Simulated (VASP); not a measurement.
Set up this calculation in VASP 6.6.1, as the native input.

```
Task                   : single point
Functional             : PBE
Potentials or basis    : VASP PAW PBE potentials, release 64 (Si, O)
Cutoff                 : 520 eV
k mesh                 : 3 × 3 × 2
Occupations            : gaussian, width 0.02 eV
Spin                   : no spin polarisation
Dipole correction      : no
Further INCAR settings : ALGO = Normal; EDIFF = 1e-07; NBANDS = 34
```

The structure of SiO2 lies in POSCAR:

```
SiO2
1.0
    5.1053432035      0.0000000000      0.0000000000
   -2.5526716018      4.4213569093      0.0000000000
    0.0000000000      0.0000000000      5.5851791059
Si O
3 6
Direct
    0.0000000000      0.5000000000      0.3333333333
    0.5000000000      0.5000000000      0.6666666667
    0.5000000000      0.0000000000      0.0000000000
    0.5839604472      0.7919802236      0.8333333333
    0.7919802236      0.5839604472      0.5000000000
    0.7919802236      0.2080197764      0.1666666667
    0.4160395528      0.2080197764      0.8333333333
    0.2080197764      0.4160395528      0.5000000000
    0.2080197764      0.7919802236      0.1666666667
```

One way to write it, as run:

INCAR

```
ALGO     = Normal         # electronic algorithm
EDIFF    = 1E-7           # SCF threshold, eV
ENCUT    = 520            # plane-wave cutoff, eV
GGA      = PE             # functional
ISIF     = 2              # what is computed and relaxed
ISMEAR   = 0              # smearing method
LASPH    = True           # aspherical terms in the spheres
LCHARG   = False          # write CHGCAR
LREAL    = False          # projectors in reciprocal space
LWAVE    = False          # write WAVECAR
NBANDS   = 34             # bands
NELM     = 80             # most SCF steps
PREC     = Accurate       # precision mode
SIGMA    = 0.02           # smearing width, eV
```

KPOINTS

```
k-points
0
Gamma
  3 3 2
```

Potentials or basis: VASP PAW PBE potentials, release 64 (Si, O).

Launch:

```console
$ cat potpaw_PBE.64/Si/POTCAR potpaw_PBE.64/O/POTCAR > POTCAR
$ mpirun -np 1 vasp_std > vasp.out
```

It gave:

The pressure is 0.1 GPa, the largest force is 0.013 eV/Å and the band gap on the k mesh is 5.55 eV, indirect (least direct gap 5.73 eV).

Caveat: the k points lie up to 0.56 Å⁻¹ apart.

It took 77 s on 1 thread of AMD EPYC 7R13, on a shared host, peak memory 0.2 GiB.
